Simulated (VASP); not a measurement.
# GaGe (F-43m) in VASP: further runs

GaGe is run at these levels: PBE; tasks: single point.

Everything below comes from runs of VASP 6.6.1. Logs are shortened: lines on timing, memory, paths and dates and some standing lists are left out, and cuts for length are marked.

## Step 1: The cell of the first run

It takes space group F-43m (No. 216, cubic). The conventional cell has a = 5.834 Å, b = 5.834 Å, c = 5.834 Å, α = 90.00°, β = 90.00°, γ = 90.00°. Within 3.3 Å of Ga (site symmetry -43m) lie 4 Ge at 2.53 Å. Within 3.3 Å of Ge (site symmetry -43m) lie 4 Ga at 2.53 Å.

## Step 2: Single point, PBE

The input, INCAR:

```
SYSTEM = GaGe
PREC = Accurate
ENCUT = 520
EDIFF = 1E-6
ISMEAR = -1
SIGMA = 0.1
LREAL = .False.
LASPH = .True.
NELM = 80
ALGO = Normal
ISIF = 2
LWAVE = .False.
LCHARG = .True.
GGA = PE
LELF = .True.
LVHAR = .True.
NBANDS = 20
```

The input, KPOINTS:

```
regular mesh
0
Gamma
  7 7 7
  0 0 0
```

The input, POSCAR:

```
GaGe
1.0
    0.0000000000      2.9170315527      2.9170315527
    2.9170315527      0.0000000000      2.9170315527
    2.9170315527      2.9170315527      0.0000000000
Ga Ge
1 1
Direct
    0.7500000000      0.7500000000      0.7500000000
    0.0000000000      0.0000000000      0.0000000000
```

Potentials or basis: VASP PAW PBE potentials, release 64 (Ga_d, Ge_d).

Launch:

```sh
cat potpaw_PBE.64/Ga_d/POTCAR potpaw_PBE.64/Ge_d/POTCAR > POTCAR
mpirun -np 1 vasp_std > vasp.out
```

OUTCAR:

```text
SYSTEM = GaGe
   PREC = Accurate
   ENCUT = 520
   EDIFF = 1E-6
   ISMEAR = -1
   LREAL = .False.
   LASPH = .True.
   NELM = 80
   ISIF = 2
   GGA = PE

 ion  position               nearest neighbor table
   1  0.750  0.750  0.750-   2 2.53   2 2.53   2 2.53   2 2.53
   2  0.000  0.000  0.000-   1 2.53   1 2.53   1 2.53   1 2.53

  LATTYP: Found a face centered cubic cell.
 ALAT       =     5.8340631054

  Lattice vectors:

 A1 = (   0.0000000000,   2.9170315527,   2.9170315527)
 A2 = (   2.9170315527,   0.0000000000,   2.9170315527)
 A3 = (   2.9170315527,   2.9170315527,   0.0000000000)

Analysis of symmetry for initial positions (statically):
=====================================================================
 Subroutine PRICEL returns:
 Original cell was already a primitive cell.

 Routine SETGRP: Setting up the symmetry group for a
 face centered cubic supercell.

 Subroutine GETGRP returns: Found 24 space group operations
 (whereof 24 operations were pure point group operations)
 out of a pool of 48 trial point group operations.

The static configuration has the point symmetry T_d .

Analysis of symmetry for dynamics (positions and initial velocities):
=====================================================================
 Subroutine PRICEL returns:
 Original cell was already a primitive cell.

 Routine SETGRP: Setting up the symmetry group for a
 face centered cubic supercell.

 Subroutine GETGRP returns: Found 24 space group operations
 (whereof 24 operations were pure point group operations)
 out of a pool of 48 trial point group operations.

The dynamic configuration has the point symmetry T_d .

 Subroutine INISYM returns: Found 24 space group operations
 (whereof 24 operations are pure point group operations),
 and found     1 'primitive' translations

----------------------------------------------------------------------------------------

                                     Primitive cell

  volume of cell :      49.6425

  direct lattice vectors                    reciprocal lattice vectors
     0.000000000  2.917031553  2.917031553    -0.171407128  0.171407128  0.171407128
     2.917031553  0.000000000  2.917031553     0.171407128 -0.171407128  0.171407128
     2.917031553  2.917031553  0.000000000     0.171407128  0.171407128 -0.171407128

  length of vectors
     4.125305584  4.125305584  4.125305584     0.296885854  0.296885854  0.296885854

  position of ions in fractional coordinates (direct lattice)
[... 64 lines left out ...]
 SYSTEM =  GaGe
   PREC   = accura    normal or accurate (medium, high low for compatibility)
   ISTART =      0    job   : 0-new  1-cont  2-samecut
   ICHARG =      2    charge: 1-file 2-atom 10-const
   ISPIN  =      1    spin polarized calculation?
   LNONCOLLINEAR =      F non collinear calculations
   LSORBIT =      F    spin-orbit coupling
   LASPH  =      T    aspherical Exc in radial PAW
   ENCUT  =  520.0 eV  38.22 Ry    6.18 a.u.   7.67  7.67  7.67*2*pi/ulx,y,z
   NELM   =     80;   NELMIN=  2; NELMDL= -5     # of ELM steps
   EDIFF  = 0.1E-05   stopping-criterion for ELM
   LREAL  =      F    real-space projection
   EDIFFG = 0.1E-04   stopping-criterion for IOM
   NSW    =      0    number of steps for IOM
   IBRION =     -1    ionic relax: 0-MD 1-quasi-New 2-CG
   NFREE  =      0    steps in history (QN), initial steepest desc. (CG)
   ISIF   =      2    stress and relaxation
   ISYM   =      2    0-nonsym 1-usesym 2-fastsym
   POTIM  = 0.5000    time-step for ionic-motion
   TEBEG  =    0.0;   TEEND  =   0.0 temperature during run
   PSTRESS=    0.0 pullay stress
   NELECT =      27.0000    total number of electrons
   NUPDOWN=      -1.0000    fix difference up-down
   EMIN   =  10.00;   EMAX   =-10.00  energy-range for DOS
   EFERMI =   0.00;   METHOD = LEGACY
   ISMEAR =    -1;   SIGMA  =   0.10  broadening in eV -4-tet -1-fermi 0-gaus
   EFERMI_NEDOS =   21; number of points for ismear=-14 and -15
   IALGO  =     38    algorithm
   IMIX   =      4    mixing-type and parameters
     AMIX     =   0.40;   BMIX     =  1.00
     AMIX_MAG =   1.60;   BMIX_MAG =  1.00
  volume/ion in A,a.u.               =      24.82       167.50
  Fermi-wavevector in a.u.,A,eV,Ry     =   1.336324  2.525285 24.296749  1.785761
  Thomas-Fermi vector in A             =   2.464959
   LORBIT       =      0    0 simple, 1 ext, 2 COOP (PROOUT), +10 PAW based schemes
   GGA     = PE    functional components
[... 5 lines left out ...]
 non-spin polarized calculation
  energy-cutoff  :      520.00
  volume of cell :       49.64
 maximum number of plane-waves:      1363
   NGX = 15   NGY = 15   NGZ = 15

 number of electron      26.9999978 magnetization

 Free energy of the ion-electron system (eV)
  ---------------------------------------------------
  ext. energy  EPLUGINS =         0.00000000
  ---------------------------------------------------
  free energy    TOTEN  =        -7.10843593 eV

  energy without entropy =       -7.05969547  energy(sigma->0) =       -7.08406570

 E-fermi :   2.8880     XC(G=0):  -9.4638

 val. band max:        2.8594249381   @ k =  -0.2857   0.2857   0.0000
 cond. band min:       2.8934876432   @ k =   0.2857   0.1429   0.0000
 fundamental gap:      0.0340627051
 Fermi energy:         2.8880146001

 k-point     1 :       0.0000    0.0000    0.0000
  band No.  band energies     occupation
      1     -21.0269      2.00000
      2     -21.0269      2.00000
      3     -21.0269      2.00000
      4     -21.0087      2.00000
      5     -21.0087      2.00000
      6     -11.4139      2.00000
[... 449 lines left out ...]
     19      13.4997      0.00000
     20      14.7903      0.00000

------------------------ aborting loop because EDIFF is reached ----------------------------------------

  FORCE on cell =-STRESS in cart. coord.  units (eV):
  Direction    XX          YY          ZZ          XY          YZ          ZX
  --------------------------------------------------------------------------------------
  -------------------------------------------------------------------------------------
  Total       -0.1863164     -0.1863164     -0.1863164      0.0000000      0.0000000      0.0000000
  in kB       -6.0132361     -6.0132361     -6.0132361      0.0000000      0.0000000      0.0000000
  external PRESSURE =      -6.0132361 kB  Pullay stress =       0.0000000 kB

 VOLUME and BASIS-vectors are now :
 -----------------------------------------------------------------------------
  energy-cutoff  :      520.00
  volume of cell :       49.64
      direct lattice vectors                 reciprocal lattice vectors
     0.000000000  2.917031553  2.917031553    -0.171407128  0.171407128  0.171407128
     2.917031553  0.000000000  2.917031553     0.171407128 -0.171407128  0.171407128
     2.917031553  2.917031553  0.000000000     0.171407128  0.171407128 -0.171407128

 POSITION                                       TOTAL-FORCE (eV/Angst)
 -----------------------------------------------------------------------------------
      4.37555      4.37555      4.37555         0.000000     -0.000000     -0.000000
      0.00000      0.00000      0.00000        -0.000000      0.000000      0.000000
 -----------------------------------------------------------------------------------
    total drift:                                0.000001      0.000001      0.000001

  FREE ENERGIE OF THE ION-ELECTRON SYSTEM (eV)
  ---------------------------------------------------
  free  energy   TOTEN  =        -7.1084359276 eV

  energy  without entropy=       -7.0596954700  energy(sigma->0) =       -7.08406570
```

OSZICAR:

```text
N       E                     dE             d eps       ncg     rms          rms(c)
DAV:   1     0.162225554806E+03    0.16223E+03   -0.13870E+04   828   0.289E+03
DAV:   2     0.164122891897E+02   -0.14581E+03   -0.14213E+03   812   0.528E+02
DAV:   3    -0.637694469498E+01   -0.22789E+02   -0.22661E+02   908   0.136E+02
DAV:   4    -0.712732458407E+01   -0.75038E+00   -0.74987E+00   908   0.265E+01
DAV:   5    -0.714014469870E+01   -0.12820E-01   -0.12820E-01   892   0.381E+00    0.208E+00
DAV:   6    -0.711230106375E+01    0.27844E-01   -0.70074E-02  1016   0.373E+00    0.120E+00
DAV:   7    -0.710779910980E+01    0.45020E-02   -0.24630E-02  1068   0.183E+00    0.253E-01
DAV:   8    -0.710823110765E+01   -0.43200E-03   -0.47620E-03   872   0.793E-01    0.554E-02
DAV:   9    -0.710840289335E+01   -0.17179E-03   -0.46274E-04   900   0.265E-01    0.216E-02
DAV:  10    -0.710842886240E+01   -0.25969E-04   -0.46378E-05  1008   0.540E-02    0.823E-03
DAV:  11    -0.710843582441E+01   -0.69620E-05   -0.13072E-05   736   0.276E-02    0.127E-03
DAV:  12    -0.710843592763E+01   -0.10321E-06   -0.78808E-07   640   0.126E-02
   1 F= -.71084359E+01 E0= -.70840657E+01  d E =-.487405E-01
```

Wall time 29 s (1 thread of Intel Xeon 8259CL, shared host); peak memory 0.18 GiB.

What came out:

* Free energy: -7.1084 eV
* Pressure: -0.6 GPa

Levels at points of the mesh, in eV from the Fermi level:
| k point | band 12 | band 13 | band 14 | band 15 | band 16 | band 17 |
| --- | --- | --- | --- | --- | --- | --- |
| (0.00, 0.00, 0.00) | 1.69 | 1.69 | 1.69 | 1.91 | 4.36 | 4.36 |

## Step 3: Single point, PBE

This run uses another cell than the first one, of 25.31 Å³/atom, 1.020 times its volume.

The input, INCAR:

```
PREC = Accurate
ENCUT = 520
EDIFF = 1E-6
ISMEAR = -1
SIGMA = 0.1
LREAL = F
LASPH = T
NELM = 60
ALGO = Normal
ISIF = 2
LWAVE = F
LCHARG = F
GGA = PE
NBANDS = 20
```

The input, KPOINTS:

```
regular mesh
0
Gamma
  7 7 7
```

The input, POSCAR:

```
GaGe
1.0
    0.0000000000      2.9359738468      2.9359738468
    2.9359738468      0.0000000000      2.9359738468
    2.9359738468      2.9359738468      0.0000000000
Ga Ge
1 1
Direct
    0.7500000000      0.7500000000      0.7500000000
    0.0000000000      0.0000000000      0.0000000000
```

Potentials or basis: VASP PAW PBE potentials, release 64 (Ga_d, Ge_d).

Launch:

```sh
cat potpaw_PBE.64/Ga_d/POTCAR potpaw_PBE.64/Ge_d/POTCAR > POTCAR
mpirun -np 1 vasp_std > vasp.out
```

OUTCAR:

```text
PREC = Accurate
   ENCUT = 520
   EDIFF = 1E-6
   ISMEAR = -1
   LREAL = F
   LASPH = T
   NELM = 60
   ISIF = 2
   GGA = PE

 ion  position               nearest neighbor table
   1  0.750  0.750  0.750-   2 2.54   2 2.54   2 2.54   2 2.54
   2  0.000  0.000  0.000-   1 2.54   1 2.54   1 2.54   1 2.54

  LATTYP: Found a face centered cubic cell.
 ALAT       =     5.8719476936

  Lattice vectors:

 A1 = (   0.0000000000,   2.9359738468,   2.9359738468)
 A2 = (   2.9359738468,   0.0000000000,   2.9359738468)
 A3 = (   2.9359738468,   2.9359738468,   0.0000000000)

Analysis of symmetry for initial positions (statically):
=====================================================================
 Subroutine PRICEL returns:
 Original cell was already a primitive cell.

 Routine SETGRP: Setting up the symmetry group for a
 face centered cubic supercell.

 Subroutine GETGRP returns: Found 24 space group operations
 (whereof 24 operations were pure point group operations)
 out of a pool of 48 trial point group operations.

The static configuration has the point symmetry T_d .

Analysis of symmetry for dynamics (positions and initial velocities):
=====================================================================
 Subroutine PRICEL returns:
 Original cell was already a primitive cell.

 Routine SETGRP: Setting up the symmetry group for a
 face centered cubic supercell.

 Subroutine GETGRP returns: Found 24 space group operations
 (whereof 24 operations were pure point group operations)
 out of a pool of 48 trial point group operations.

The dynamic configuration has the point symmetry T_d .

 Subroutine INISYM returns: Found 24 space group operations
 (whereof 24 operations are pure point group operations),
 and found     1 'primitive' translations

[... 93 lines left out ...]
   IBRION =     -1    ionic relax: 0-MD 1-quasi-New 2-CG
   NFREE  =      0    steps in history (QN), initial steepest desc. (CG)
   ISIF   =      2    stress and relaxation
   ISYM   =      2    0-nonsym 1-usesym 2-fastsym
   POTIM  = 0.5000    time-step for ionic-motion
   TEBEG  =    0.0;   TEEND  =   0.0 temperature during run
   PSTRESS=    0.0 pullay stress
   NELECT =      27.0000    total number of electrons
   NUPDOWN=      -1.0000    fix difference up-down
   EMIN   =  10.00;   EMAX   =-10.00  energy-range for DOS
   EFERMI =   0.00;   METHOD = LEGACY
   ISMEAR =    -1;   SIGMA  =   0.10  broadening in eV -4-tet -1-fermi 0-gaus
   EFERMI_NEDOS =   21; number of points for ismear=-14 and -15
   IALGO  =     38    algorithm
   IMIX   =      4    mixing-type and parameters
     AMIX     =   0.40;   BMIX     =  1.00
     AMIX_MAG =   1.60;   BMIX_MAG =  1.00
  volume/ion in A,a.u.               =      25.31       170.79
  Fermi-wavevector in a.u.,A,eV,Ry     =   1.327702  2.508993 23.984245  1.762792
  Thomas-Fermi vector in A             =   2.456994
   LORBIT       =      0    0 simple, 1 ext, 2 COOP (PROOUT), +10 PAW based schemes
   GGA     = PE    functional components
[... 5 lines left out ...]
 non-spin polarized calculation
  energy-cutoff  :      520.00
  volume of cell :       50.62
 maximum number of plane-waves:      1374
   NGX = 15   NGY = 15   NGZ = 15

 number of electron      26.9999988 magnetization

 Free energy of the ion-electron system (eV)
  ---------------------------------------------------
  ext. energy  EPLUGINS =         0.00000000
  ---------------------------------------------------
  free energy    TOTEN  =        -7.10245657 eV

  energy without entropy =       -7.05308520  energy(sigma->0) =       -7.07777089

 E-fermi :   2.7520     XC(G=0):  -9.3760

 val. band max:        2.7515773897   @ k =   0.2857   0.1429   0.0000
 cond. band min:       2.8791461224   @ k =  -0.4286   0.1429   0.0000
 fundamental gap:      0.1275687327
 Fermi energy:         2.7520057610

 k-point     1 :       0.0000    0.0000    0.0000
  band No.  band energies     occupation
      1     -21.1701      2.00000
      2     -21.1701      2.00000
      3     -21.1701      2.00000
      4     -21.1530      2.00000
      5     -21.1530      2.00000
      6     -11.5440      2.00000
[... 449 lines left out ...]
     19      13.2107      0.00000
     20      14.5160      0.00000

------------------------ aborting loop because EDIFF is reached ----------------------------------------

  FORCE on cell =-STRESS in cart. coord.  units (eV):
  Direction    XX          YY          ZZ          XY          YZ          ZX
  --------------------------------------------------------------------------------------
  -------------------------------------------------------------------------------------
  Total       -0.4536192     -0.4536192     -0.4536192      0.0000000      0.0000000      0.0000000
  in kB      -14.3587105    -14.3587105    -14.3587105      0.0000000      0.0000000      0.0000000
  external PRESSURE =     -14.3587105 kB  Pullay stress =       0.0000000 kB

 VOLUME and BASIS-vectors are now :
 -----------------------------------------------------------------------------
  energy-cutoff  :      520.00
  volume of cell :       50.62
      direct lattice vectors                 reciprocal lattice vectors
     0.000000000  2.935973847  2.935973847    -0.170301245  0.170301245  0.170301245
     2.935973847  0.000000000  2.935973847     0.170301245 -0.170301245  0.170301245
     2.935973847  2.935973847  0.000000000     0.170301245  0.170301245 -0.170301245

 POSITION                                       TOTAL-FORCE (eV/Angst)
 -----------------------------------------------------------------------------------
      4.40396      4.40396      4.40396        -0.000000     -0.000000     -0.000000
      0.00000      0.00000      0.00000         0.000000      0.000000      0.000000
 -----------------------------------------------------------------------------------
    total drift:                                0.000001      0.000001      0.000001

  FREE ENERGIE OF THE ION-ELECTRON SYSTEM (eV)
  ---------------------------------------------------
  free  energy   TOTEN  =        -7.1024565684 eV

  energy  without entropy=       -7.0530852049  energy(sigma->0) =       -7.07777089
```

OSZICAR:

```text
N       E                     dE             d eps       ncg     rms          rms(c)
DAV:   1     0.159933671987E+03    0.15993E+03   -0.13688E+04   820   0.292E+03
DAV:   2     0.158681431589E+02   -0.14407E+03   -0.14082E+03   812   0.509E+02
DAV:   3    -0.641625486487E+01   -0.22284E+02   -0.22162E+02   904   0.136E+02
DAV:   4    -0.711971900585E+01   -0.70346E+00   -0.70306E+00   880   0.256E+01
DAV:   5    -0.713215422277E+01   -0.12435E-01   -0.12435E-01   916   0.379E+00    0.203E+00
DAV:   6    -0.710571747686E+01    0.26437E-01   -0.69208E-02  1012   0.366E+00    0.117E+00
DAV:   7    -0.710178681577E+01    0.39307E-02   -0.23990E-02  1076   0.180E+00    0.251E-01
DAV:   8    -0.710225204281E+01   -0.46523E-03   -0.46746E-03   848   0.776E-01    0.546E-02
DAV:   9    -0.710242211498E+01   -0.17007E-03   -0.44532E-04   912   0.255E-01    0.209E-02
DAV:  10    -0.710244935067E+01   -0.27236E-04   -0.43542E-05   960   0.499E-02    0.814E-03
DAV:  11    -0.710245646699E+01   -0.71163E-05   -0.13010E-05   748   0.263E-02    0.127E-03
DAV:  12    -0.710245656845E+01   -0.10146E-06   -0.74286E-07   636   0.117E-02
   1 F= -.71024566E+01 E0= -.70777709E+01  d E =-.493714E-01
```

Run time: 30 s. Hardware: 1 thread of Intel Xeon 8259CL, shared host; peak memory 0.18 GiB.

What came out:

| Property | Result |
| --- | --- |
| Free energy | -7.1025 eV |
| Pressure | -1.4 GPa |

## Step 4: Single point, PBE

This run uses another cell than the first one, of 25.79 Å³/atom, 1.039 times its volume.

The input, INCAR:

```
PREC = Accurate
ENCUT = 520
EDIFF = 1E-7
ISMEAR = -1
SIGMA = 0.1
LREAL = False
LASPH = True
NELM = 60
ALGO = Normal
ISIF = 2
LWAVE = False
LCHARG = False
GGA = PE
NBANDS = 20
```

KPOINTS is that of step 3.

The input, POSCAR:

```
GaGe
1.0
    0.0000000000      2.9546748213      2.9546748213
    2.9546748213      0.0000000000      2.9546748213
    2.9546748213      2.9546748213      0.0000000000
Ga Ge
1 1
Direct
    0.7500000000      0.7500000000      0.7500000000
    0.0000000000      0.0000000000      0.0000000000
```

Launch:

```sh
cat potpaw_PBE.64/Ga_d/POTCAR potpaw_PBE.64/Ge_d/POTCAR > POTCAR
mpirun -np 1 vasp_std > vasp.out
```

It took 32 s on 1 thread of Intel Xeon 8259CL, shared host; peak memory 0.18 GiB.

Results (log left out):

| Item | Value |
| --- | --- |
| Free energy | -7.0917 eV |
| Pressure | -2.2 GPa |

Levels at points of the mesh, in eV from the Fermi level:
```
           k point  band 12  band 13  band 14  band 15  band 16  band 17
(0.00, 0.00, 0.00)     1.54     1.61     1.61     1.61     4.28     4.28
```

## Step 5: Overview

| cell | gap on the mesh (eV) | pressure (GPa) |
| --- | --- | --- |
| a = 4.125 Å, angles 60.0°, 2 atoms | none | -0.6 |
| a = 4.152 Å, angles 60.0°, 2 atoms | none | -1.4 |
| a = 4.179 Å, angles 60.0°, 2 atoms | none | -2.2 |

Alike in all rows: task single point; level PBE; potentials or basis VASP PAW PBE potentials, release 64 (Ga_d, Ge_d); no spin polarisation; k mesh 7 × 7 × 7; cutoff (eV) 520; smearing fermi-dirac 0.1 eV.

Total energies depend on the potentials used, so only differences within one code and one set of settings carry meaning.
